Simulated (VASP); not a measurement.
# Sb: relaxation of cell and atoms with PBE

Sb:

```
Sb
1.0
     0.00000    3.48997    3.48997
     3.48997    0.00000    3.48997
     3.48997    3.48997    0.00000
Sb
2
Direct
  0.87500 0.87500 0.87500
  0.12500 0.12500 0.12500
```

This isn't the form of Sb at room conditions, which is rhombohedral.

* Program: VASP 6.6.1
* Task: relaxation of cell and atoms
* Functional: PBE
* Potentials or basis: VASP PAW PBE potentials, release 64 (Sb)
* Cutoff: 600 eV
* k mesh: 10 × 10 × 10
* Occupations: fermi-dirac, width 0.08 eV
* Spin: no spin polarisation
* Target pressure: 0.11 GPa
* Dipole correction: no
* Further INCAR settings: ALGO = Normal; EDIFF = 1e-06; IBRION = 2; EDIFFG = -0.005; NSW = 32; ISIF = 3

```json
{
 "Pressure after relaxing": "0.1 GPa",
 "Band gap on the k mesh": "zero (bands 5 and 6 overlap by 1.05 eV)"
}
```

Final structure:
```
Sb
1.0
     0.00000    3.48997    3.48997
     3.48997    0.00000    3.48997
     3.48997    3.48997    0.00000
Sb
2
Direct
  0.87500 0.87500 0.87500
  0.12500 0.12500 0.12500
```

Levels at points of the mesh, in eV from the Fermi level:
```tsv
k point	band 2	band 3	band 4	band 5	band 6	band 7	band 8	band 9
(0.00, 0.00, 0.00)	-5.33	-1.73	-1.73	-1.73	0.56	0.56	0.56	3.99
(0.50, 0.00, 0.00)	-8.01	-2.49	-2.49	-2.19	1.60	1.60	4.01	5.64
(0.50, 0.50, 0.00)	-9.26	-3.33	-3.33	-0.42	-0.42	4.19	4.19	6.17
```

Run time: 22 s on 1 thread of Intel(R) Xeon(R) 6975P-C (Granite Rapids), on a shared host, peak memory 0.23 GiB.

Caveat: the relaxation stopped at its first step, so nothing moved; the cell is relaxed towards a set pressure, so the run minimises the enthalpy, not the energy; spin-orbit coupling is left out, which moves the levels of the heavy elements.
